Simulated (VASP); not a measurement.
# Ge (P4_32_12) in VASP: single point with PBEsol

Aim: the single point of Ge with PBEsol.

Everything below comes from runs of VASP 6.6.1. Logs are shortened: lines on timing, memory, paths and dates and some standing lists are left out, and cuts for length are marked.

### Step 1. The cell of the first run

Symmetry: P4_32_12, No. 96, tetragonal system. Conventional cell: a = 5.923 Å, b = 5.923 Å, c = 6.975 Å, α = 90.00°, β = 90.00°, γ = 90.00°. Ge (site symmetry 2) has 4 Ge at 2.48 to 2.49 Å within 3.3 Å. Within 3.3 Å of Ge (site symmetry 1) lie 4 Ge at 2.48 to 2.51 Å.

### Step 2. Single point, PBEsol

File INCAR:

```
PREC = Accurate
ENCUT = 520
EDIFF = 1E-7
ISMEAR = 0
SIGMA = 0.02
LREAL = False
LASPH = True
NELM = 60
ALGO = Normal
ISIF = 2
LWAVE = False
LCHARG = False
GGA = PS
NBANDS = 96
```

File KPOINTS:

```
Automatic mesh
0
Gamma
  6 6 4
```

File POSCAR:

```
Ge
1.0
    5.9234616315      0.0000000000      0.0000000000
    0.0000000000      5.9234616315      0.0000000000
    0.0000000000      0.0000000000      6.9753397355
Ge
12
Direct
    0.0886549395      0.0886549395      0.0000000000
    0.4113450605      0.5886549395      0.7500000000
    0.5886549395      0.4113450605      0.2500000000
    0.9113450605      0.9113450605      0.5000000000
    0.1715950284      0.3696858232      0.2564625918
    0.1303141768      0.6715950284      1.0064625918
    0.8696858232      0.3284049716      0.5064625918
    0.6715950284      0.1303141768     -0.0064625918
    0.3284049716      0.8696858232      0.4935374082
    0.8284049716      0.6303141768      0.7564625918
    0.3696858232      0.1715950284      0.7435374082
    0.6303141768      0.8284049716      0.2435374082
```

Potentials or basis: VASP PAW PBE potentials, release 64 (Ge_d).

Command:

```console
cat potpaw_PBE.64/Ge_d/POTCAR > POTCAR
mpirun -np 1 vasp_std > vasp.out
```

OUTCAR:

```text
PREC = Accurate
   ENCUT = 520
   EDIFF = 1E-7
   ISMEAR = 0
   LREAL = False
   LASPH = True
   NELM = 60
   ISIF = 2
   GGA = PS

 ion  position               nearest neighbor table
   1  0.089  0.089  0.000-   6 2.48   8 2.48   5 2.49  11 2.49
   2  0.411  0.589  0.750-  10 2.48  11 2.48   6 2.49   9 2.49
   3  0.589  0.411  0.250-   5 2.48  12 2.48   8 2.49   7 2.49
   4  0.911  0.911  0.500-   7 2.48   9 2.48  10 2.49  12 2.49
   5  0.172  0.370  0.256-   3 2.48   1 2.49   6 2.51   7 2.51
   6  0.130  0.672  0.006-   1 2.48   2 2.49   5 2.51  10 2.51
   7  0.870  0.328  0.506-   4 2.48   3 2.49   5 2.51  10 2.51
   8  0.672  0.130  0.994-   1 2.48   3 2.49  11 2.51  12 2.51
   9  0.328  0.870  0.494-   4 2.48   2 2.49  11 2.51  12 2.51
  10  0.828  0.630  0.756-   2 2.48   4 2.49   6 2.51   7 2.51
  11  0.370  0.172  0.744-   2 2.48   1 2.49   8 2.51   9 2.51
  12  0.630  0.828  0.244-   3 2.48   4 2.49   8 2.51   9 2.51

  LATTYP: Found a simple tetragonal cell.
 ALAT       =     5.9234616315
 C/A-ratio  =     1.1775782759

  Lattice vectors:

 A1 = (   5.9234616315,   0.0000000000,   0.0000000000)
 A2 = (   0.0000000000,   5.9234616315,   0.0000000000)
 A3 = (   0.0000000000,   0.0000000000,   6.9753397355)

Analysis of symmetry for initial positions (statically):
=====================================================================
 Subroutine PRICEL returns:
 Original cell was already a primitive cell.

 Routine SETGRP: Setting up the symmetry group for a
 simple tetragonal supercell.

 Subroutine GETGRP returns: Found  8 space group operations
 (whereof  2 operations were pure point group operations)
 out of a pool of 16 trial point group operations.

The static configuration has the point symmetry C_2 .
 The point group associated with its full space group is D_4 .

Analysis of symmetry for dynamics (positions and initial velocities):
=====================================================================
 Subroutine PRICEL returns:
 Original cell was already a primitive cell.

 Routine SETGRP: Setting up the symmetry group for a
 simple tetragonal supercell.

 Subroutine GETGRP returns: Found  8 space group operations
 (whereof  2 operations were pure point group operations)
 out of a pool of 16 trial point group operations.

The dynamic configuration has the point symmetry C_2 .
 The point group associated with its full space group is D_4 .

 Subroutine INISYM returns: Found  8 space group operations
 (whereof  2 operations are pure point group operations),
 and found     1 'primitive' translations

----------------------------------------------------------------------------------------

                                     Primitive cell

  volume of cell :     244.7465

  direct lattice vectors                    reciprocal lattice vectors
     5.923461632  0.000000000  0.000000000     0.168820204  0.000000000  0.000000000
     0.000000000  5.923461632  0.000000000     0.000000000  0.168820204  0.000000000
     0.000000000  0.000000000  6.975339736     0.000000000  0.000000000  0.143362193

  length of vectors
     5.923461632  5.923461632  6.975339736     0.168820204  0.168820204  0.143362193

  position of ions in fractional coordinates (direct lattice)
     0.088654940  0.088654940  0.000000000
     0.411345060  0.588654940  0.750000000
     0.588654940  0.411345060  0.250000000
     0.911345060  0.911345060  0.500000000
     0.171595028  0.369685823  0.256462592
     0.130314177  0.671595028  0.006462592
     0.869685823  0.328404972  0.506462592
     0.671595028  0.130314177  0.993537408
     0.328404972  0.869685823  0.493537408
     0.828404972  0.630314177  0.756462592
     0.369685823  0.171595028  0.743537408
     0.630314177  0.828404972  0.243537408

  ion indices of the primitive-cell ions
   primitive index   ion index
                 1           1
                 2           2
                 3           3
                 4           4
                 5           5
                 6           6
                 7           7
                 8           8
                 9           9
                10          10
                11          11
                12          12

----------------------------------------------------------------------------------------

 KPOINTS: Automatic mesh

Automatic generation of k-mesh.
 Grid dimensions read from file:
 generate k-points for:    6    6    4

 Generating k-lattice:

  Cartesian coordinates                     Fractional coordinates (reciprocal lattice)
     0.028136701  0.000000000  0.000000000     0.166666667  0.000000000  0.000000000
     0.000000000  0.028136701  0.000000000     0.000000000  0.166666667  0.000000000
     0.000000000  0.000000000  0.035840548     0.000000000  0.000000000  0.250000000

  Length of vectors
     0.028136701  0.028136701  0.035840548

  Shift w.r.t. Gamma in fractional coordinates (k-lattice)
     0.000000000  0.000000000  0.000000000

 Subroutine IBZKPT returns following result:
 ===========================================

 Found     30 irreducible k-points:

 Following reciprocal coordinates:
            Coordinates               Weight
  0.000000  0.000000  0.000000      1.000000
  0.166667  0.000000  0.000000      4.000000
  0.333333  0.000000  0.000000      4.000000
  0.500000  0.000000  0.000000      2.000000
  0.166667  0.166667  0.000000      4.000000
  0.333333  0.166667  0.000000      8.000000
[... 16 lines left out ...]
  0.333333  0.000000  0.500000      4.000000
  0.500000  0.000000  0.500000      2.000000
 [... further k-points ...]
   k-points           NKPTS =     30   k-points in BZ     NKDIM =     30   number of bands    NBANDS=     96
   number of dos      NEDOS =    301   number of ions     NIONS =     12
   total plane-waves  NPLWV = 124416
   dimension x,y,z NGX =    48 NGY =   48 NGZ =   54
   dimension x,y,z NGXF=    96 NGYF=   96 NGZF=  108
   ions per type =              12
   NGX,Y,Z   is equivalent  to a cutoff of  13.47, 13.47, 12.87 a.u.
   NGXF,Y,Z  is equivalent  to a cutoff of  26.94, 26.94, 25.74 a.u.
 SYSTEM =  unknown system
   PREC   = accura    normal or accurate (medium, high low for compatibility)
   ISTART =      0    job   : 0-new  1-cont  2-samecut
   ICHARG =      2    charge: 1-file 2-atom 10-const
   ISPIN  =      1    spin polarized calculation?
   LNONCOLLINEAR =      F non collinear calculations
   LSORBIT =      F    spin-orbit coupling
   LASPH  =      T    aspherical Exc in radial PAW
   ENCUT  =  520.0 eV  38.22 Ry    6.18 a.u.  11.01 11.01 12.97*2*pi/ulx,y,z
   NELM   =     60;   NELMIN=  2; NELMDL= -5     # of ELM steps
   EDIFF  = 0.1E-06   stopping-criterion for ELM
   LREAL  =      F    real-space projection
   EDIFFG = 0.1E-05   stopping-criterion for IOM
   NSW    =      0    number of steps for IOM
   IBRION =     -1    ionic relax: 0-MD 1-quasi-New 2-CG
   NFREE  =      0    steps in history (QN), initial steepest desc. (CG)
   ISIF   =      2    stress and relaxation
   ISYM   =      2    0-nonsym 1-usesym 2-fastsym
   POTIM  = 0.5000    time-step for ionic-motion
   TEBEG  =    0.0;   TEEND  =   0.0 temperature during run
   PSTRESS=    0.0 pullay stress
   NELECT =     168.0000    total number of electrons
   NUPDOWN=      -1.0000    fix difference up-down
   EMIN   =  10.00;   EMAX   =-10.00  energy-range for DOS
   EFERMI =   0.00;   METHOD = LEGACY
   ISMEAR =     0;   SIGMA  =   0.02  broadening in eV -4-tet -1-fermi 0-gaus
   EFERMI_NEDOS =   21; number of points for ismear=-14 and -15
   IALGO  =     38    algorithm
   IMIX   =      4    mixing-type and parameters
     AMIX     =   0.40;   BMIX     =  1.00
     AMIX_MAG =   1.60;   BMIX_MAG =  1.00
  volume/ion in A,a.u.               =      20.40       137.64
  Fermi-wavevector in a.u.,A,eV,Ry     =   1.444128  2.729007 28.375035  2.085506
  Thomas-Fermi vector in A             =   2.562458
   LORBIT       =      0    0 simple, 1 ext, 2 COOP (PROOUT), +10 PAW based schemes
   GGA     = PS    functional components
   LHFCALC =     F    Hartree Fock is set to
   AEXX    =    0.0000 exact exchange contribution
   IVDW    =     0    specifies the selected vdW correction
   LEPSILON=     F    determine dielectric tensor
   LRPA    =     F    only Hartree local field effects (RPA)
 non-spin polarized calculation
 Gauss-broadening in eV      SIGMA  =   0.02
  energy-cutoff  :      520.00
  volume of cell :      244.75
 maximum number of plane-waves:      6640
 NGX is ok and might be reduce to    48
   NGX = 23   NGY = 23   NGZ = 25

 number of electron     167.9999930 magnetization

 Free energy of the ion-electron system (eV)
  ---------------------------------------------------
  ext. energy  EPLUGINS =         0.00000000
  ---------------------------------------------------
  free energy    TOTEN  =       -57.90775072 eV

  energy without entropy =      -57.90775072  energy(sigma->0) =      -57.90775072

 E-fermi :   5.3861     XC(G=0): -10.8355

 val. band max:        5.2382473292   @ k =   0.3333   0.3333   0.0000
 cond. band min:       5.6962429384   @ k =   0.3333   0.3333   0.0000
 fundamental gap:      0.4579956092
 Fermi energy:         5.3860515992

 k-point     1 :       0.0000    0.0000    0.0000
  band No.  band energies     occupation
      1     -19.0623      2.00000
      2     -19.0350      2.00000
      3     -19.0350      2.00000
      4     -19.0168      2.00000
      5     -19.0168      2.00000
      6     -19.0162      2.00000
[... 88 lines left out ...]
     95      10.0625      0.00000
     96      10.0625      0.00000

 k-point     2 :       0.1667    0.0000    0.0000
  band No.  band energies     occupation
      1     -19.0592      2.00000
      2     -19.0364      2.00000
      3     -19.0328      2.00000
      4     -19.0214      2.00000
      5     -19.0170      2.00000
      6     -19.0159      2.00000
[... 2266 lines left out ...]
     95       9.6310      0.00000
     96       9.6310      0.00000

 [... further k-points ...]

------------------------ aborting loop because EDIFF is reached ----------------------------------------

  FORCE on cell =-STRESS in cart. coord.  units (eV):
  Direction    XX          YY          ZZ          XY          YZ          ZX
  --------------------------------------------------------------------------------------
  -------------------------------------------------------------------------------------
  Total       -0.0284900     -0.0284900     -0.0761355      0.0000000      0.0000000      0.0000000
  in kB       -0.1865036     -0.1865036     -0.4984040      0.0000000      0.0000000      0.0000000
  external PRESSURE =      -0.2904704 kB  Pullay stress =       0.0000000 kB

 VOLUME and BASIS-vectors are now :
 -----------------------------------------------------------------------------
  energy-cutoff  :      520.00
  volume of cell :      244.75
      direct lattice vectors                 reciprocal lattice vectors
     5.923461632  0.000000000  0.000000000     0.168820204  0.000000000  0.000000000
     0.000000000  5.923461632  0.000000000     0.000000000  0.168820204  0.000000000
     0.000000000  0.000000000  6.975339736     0.000000000  0.000000000  0.143362193

 POSITION                                       TOTAL-FORCE (eV/Angst)
 -----------------------------------------------------------------------------------
      0.52514      0.52514      0.00000        -0.000586     -0.000586      0.000000
      2.43659      3.48687      5.23150         0.000586     -0.000586     -0.000000
      3.48687      2.43659      1.74383        -0.000586      0.000586      0.000000
      5.39832      5.39832      3.48767         0.000586      0.000586      0.000000
      1.01644      2.18982      1.78891         0.003544     -0.002065     -0.000019
      0.77191      3.97817      0.04508         0.002065      0.003544     -0.000019
      5.15155      1.94529      3.53275        -0.002065     -0.003544     -0.000019
      3.97817      0.77191      6.93026         0.003544      0.002065      0.000019
      1.94529      5.15155      3.44259        -0.003544     -0.002065      0.000019
      4.90703      3.73364      5.27658        -0.003544      0.002065     -0.000019
      2.18982      1.01644      5.18643        -0.002065      0.003544      0.000019
      3.73364      4.90703      1.69876         0.002065     -0.003544      0.000019
 -----------------------------------------------------------------------------------
    total drift:                                0.000000     -0.000000      0.000000

  FREE ENERGIE OF THE ION-ELECTRON SYSTEM (eV)
  ---------------------------------------------------
  free  energy   TOTEN  =       -57.9077507204 eV

  energy  without entropy=      -57.9077507204  energy(sigma->0) =      -57.90775072
```

Run time: 14 min. Hardware: 1 thread of Intel Xeon Platinum 8488C (Sapphire Rapids), shared host; peak memory 0.61 GiB.

What came out:

```
Free energy            : -57.9078 eV
Pressure               : 0.0 GPa
Largest force          : 0.004 eV/Å
Band gap on the k mesh : 0.46 eV
```

Forces in eV/Å, atoms in the order of the input:
```
Ge  -0.001 -0.001  0.000
Ge   0.001 -0.001  0.000
Ge  -0.001  0.001  0.000
Ge   0.001  0.001  0.000
Ge   0.004 -0.002  0.000
Ge   0.002  0.004  0.000
Ge  -0.002 -0.004  0.000
Ge   0.004  0.002  0.000
Ge  -0.004 -0.002  0.000
Ge  -0.004  0.002  0.000
Ge  -0.002  0.004  0.000
Ge   0.002 -0.004  0.000
```

Caveat: the PAW data sets were made with another functional, which shifts forces and pressure a little. A k mesh can miss the band edges.
